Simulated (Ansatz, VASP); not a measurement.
**B3N2 in VASP and in Ansatz**

```
B N
1.0
     7.11060    0.00000    0.00000
     0.00000    7.11060    0.00000
     0.00000    0.00000    2.64745
B N
6 4
Direct
  0.00000 0.00000 0.00000
  0.50000 0.50000 0.00000
  0.25283 0.75283 0.50000
  0.24717 0.25283 0.50000
  0.74717 0.24717 0.50000
  0.75283 0.74717 0.50000
  0.25181 0.75181 0.00000
  0.24819 0.25181 0.00000
  0.74819 0.24819 0.00000
  0.75181 0.74819 0.00000
```

Alike in both runs: functional PBE; k mesh 4 × 4 × 6; occupations gaussian, width 0.1 eV; no spin polarisation.

Ansatz relaxed the structure, and its values are those at the end. VASP's run is a single point on that final structure, the one shown.

```csv
,VASP,Ansatz
version,VASP 6.6.1,Ansatz 0.2.0
potentials or method,"VASP PAW PBE potentials, release 64 (B, N), cutoff 520 eV","scalar-relativistic, plane waves, PAW"
valence electrons in the cell,38,38
```

```csv
,VASP,Ansatz,Ansatz less VASP
gap on the k mesh at the Fermi level (eV),none,none,-
pressure (GPa),-0.3,0.1,+0.31
rms of the force components (eV/Å),0.021,0.020,-0.0009
```

A gap of «none» marks a metal or a gap that the smearing closes. The functional is the same, so the differences come from potentials, cutoffs and numerics.

The k mesh is coarse, so the values compare programs but aren't converged.
